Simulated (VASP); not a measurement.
A run of VASP 6.6.1:

INCAR

```
SYSTEM = Te
PREC = Accurate
ENCUT = 520
EDIFF = 1E-7
ISMEAR = 0
SIGMA = 0.1
LREAL = .FALSE.
LASPH = .TRUE.
NELM = 100
ALGO = Normal
ISIF = 2
LWAVE = .FALSE.
LCHARG = .FALSE.
GGA = PE
NBANDS = 9
```

The input KPOINTS:

```
regular mesh
0
G
  6 6 6
  0 0 0
```

POSCAR

```
Te
1.0
    2.9800456486      0.0000000000      0.0891807364
    0.0000000000      3.3323863066      0.0000000000
   -0.0996916928      0.0000000000      3.3332438079
Te
1
Direct
    0.0000000000      0.0000000000      0.5000000000
```

Potentials or basis: VASP PAW PBE potentials, release 64 (Te).

The run is started by

```sh
$ cat potpaw_PBE.64/Te/POTCAR > POTCAR
$ mpirun -np 1 vasp_std > vasp.out
```

Hardware: 1 thread of Intel(R) Xeon(R) Platinum 8259CL CPU @ 2.50GHz (Skylake/Cascade Lake) (shared host).

**Question.** How long does it take, and how much memory?

**Answer.** It took 13 s on 1 thread of Intel(R) Xeon(R) Platinum 8259CL CPU @ 2.50GHz (Skylake/Cascade Lake), with other jobs on the host, peak memory 0.16 GiB. Counts: scf iterations 11, k points 80.
